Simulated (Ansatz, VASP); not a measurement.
**WC in VASP and in Ansatz**

```
CELL_PARAMETERS angstrom
0.00000 2.19268 2.19268
2.19268 0.00000 2.19268
2.19268 2.19268 0.00000
ATOMIC_POSITIONS crystal
W 0.00000 0.00000 0.00000
C 0.36318 0.36318 0.54007
```

Alike in both runs: task single point; functional r2SCAN; k mesh 18 × 18 × 18; occupations gaussian, width 0.15 eV; no spin polarisation.

```csv
,VASP,Ansatz
version,VASP 6.6.1,Ansatz 0.2.0
potentials or method,"VASP PAW PBE potentials, release 64 (W_sv, C), cutoff 520 eV","scalar-relativistic, plane waves, PAW"
valence electrons in the cell,18,18
```

|  | VASP | Ansatz | Ansatz less VASP |
| --- | --- | --- | --- |
| gap on the k mesh at the Fermi level (eV) | none | none | - |
| rms of the force components (eV/Å) | 8.748 | 8.552 | -0.1959 |

VASP's potentials were made for PBE, not for r2SCAN. Atom by atom the forces differ by 0.197 eV/Å (rms over components). A gap of «none» marks a metal or a gap that the smearing closes.

Spin-orbit coupling is off throughout.
